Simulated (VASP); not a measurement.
Runs of VASP 6.6.1 on Nb. The structure is that of space group Fm-3m (No. 225), or close to it. The cells are those of the table. This isn't the form of Nb at room conditions, which is bcc.

| task | cell | cutoff (eV) | gap on the mesh (eV) | pressure (GPa) | relaxed volume (Å³/atom) |
| --- | --- | --- | --- | --- | --- |
| relaxation of cell and atoms | relaxed from a = 2.989 Å, angles 60.0°, 1 atom | 600 | none | 0.0 | 18.85 |
| relaxation of cell and atoms | relaxed from a = 2.963 Å, angles 60.0°, 1 atom | 500 | none | -0.1 | 18.85 |
| single point | a = 2.989 Å, angles 60.0°, 1 atom | 520 | none | -0.3 | - |
| single point | a = 2.989 Å, angles 60.0°, 1 atom | 500 | none | (a) | - |

Alike in all rows: level PBE; potentials or basis VASP PAW PBE potentials, release 64 (Nb_sv); no spin polarisation; k mesh 9 × 9 × 9; smearing fermi-dirac 0.05 eV.

Question: Estimate the missing entries.

Answer: (a) -0.4.

A k mesh can miss the band edges, and the runs leave out spin-orbit coupling on Nb.

A gap of «none» marks levels without a gap at the run's occupations.
